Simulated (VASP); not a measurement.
A run of VASP 6.6.1:

Contents of INCAR:

```
SYSTEM = HCl
ALGO = Normal
EDIFF = 1E-6
ENCUT = 520
GGA = PE
ISIF = 2
ISMEAR = -1
IVDW = 12
LASPH = .TRUE.
LCHARG = .FALSE.
LREAL = Auto
LWAVE = .FALSE.
NBANDS = 66
NELM = 100
PREC = Accurate
SIGMA = 0.02
```

KPOINTS

```
k-points
0
G
  1 1 1
  0 0 0
```

POSCAR

```
HCl
1.0
    8.1971830000      0.0000000000      0.0000000000
    0.0000000000      8.1971830000      0.0000000000
    0.0000000000      0.0000000000      8.1971830000
Cl H
12 12
Direct
    0.5887144401      0.8811197700      0.3070445054
   -0.0141390036      0.0950448465      0.0968625441
    0.0683649493      1.0934122125      0.6086359180
    0.2954795568      0.2133659819      0.3348101415
    0.4076644379      0.9494847193      0.7183809365
    0.5243020682      0.3935498329      0.6489424477
    0.7560890125      0.3037262923      0.3360300728
    0.9666003553      0.4527896962      0.7916744081
    0.1581152940      0.6881754378      0.4020527540
    0.8192814532      0.6442091143      0.1383890051
    0.5892146119      0.2584912402      0.9867414208
    0.4092991458      0.6282036158     -0.0275582478
    0.6823197677      0.8279185667      0.2005201055
    0.0445884885     -0.0387328183      0.0353780073
    0.1397553281      0.9560235510      0.5656333401
    0.4086403829      0.2074615145      0.2140125455
    0.5633886666      0.9562797366      0.6962757816
    0.4280982869      0.3362252618      0.5231553328
    0.8057158173      0.1672647786      0.2694584225
    1.0749668514      0.3284421002      0.8182323122
    0.1609333353      0.5302065356      0.4376625482
    0.6778548191      0.5751854021      0.1157104825
    0.5051857449      0.1608113421      0.8900374677
    0.3781421008      0.5752341994      0.1177843657
```

Potentials or basis: VASP PAW PBE potentials, release 64 (Cl, H).

Run with:

```console
$ cat potpaw_PBE.64/Cl/POTCAR potpaw_PBE.64/H/POTCAR > POTCAR
$ mpirun -np 1 vasp_gam > vasp.out
```

Hardware: 1 thread of AMD EPYC 7R13 Processor (Zen 3), with other jobs on the host.

Question: Estimate the wall time of this run.

Answer: It took 53 s on 1 thread of AMD EPYC 7R13 Processor (Zen 3), on a shared host, peak memory 0.48 GiB. Counts: scf iterations 16, k points 1.
